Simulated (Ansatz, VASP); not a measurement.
**One calculation of LiBeS3, two programs**

```xyz
5
Lattice="4.0658 0.0000 0.0000 0.0000 4.0658 0.0000 0.0000 0.0000 5.3529" Properties=species:S:1:pos:R:3 pbc="T T T"
Li    2.0329    2.0329    3.7214
Be    0.0000    0.0000    5.2101
S     2.0329    0.0000    1.0453
S     0.0000    2.0329    1.0453
S     0.0000    0.0000    2.9393
```

Change from the starting cell: species swapped into the LaSiPt3 type (P4mm, No. 99).

Alike in both runs: task relaxation of cell and atoms; functional PBE; k mesh 4 × 4 × 4; occupations gaussian, width 0.1 eV; no spin polarisation.

|  | VASP | Ansatz |
| --- | --- | --- |
| version | VASP 6.6.1 | Ansatz 0.2.0 |
| potentials or method | VASP PAW PBE potentials, release 64 (Li_sv, Be, S), cutoff 600 eV | scalar-relativistic, plane waves, PAW |
| valence electrons in the cell | 23 | 23 |

```tsv
	VASP	Ansatz	Ansatz less VASP
gap on the k mesh at the Fermi level, each at its own relaxed structure (eV)	none	none	-
relaxed volume (Å³/atom)	18.13	18.98	+0.843
relaxed cell length with the largest relative difference (Å)	6.966	7.302	+0.3367
```

A gap of «none» marks a metal or a gap that the smearing closes.

The k mesh is coarse, so the values compare programs but aren't converged. Noted on VASP's run: the cutoff is short for stress, so the pressure is rough.
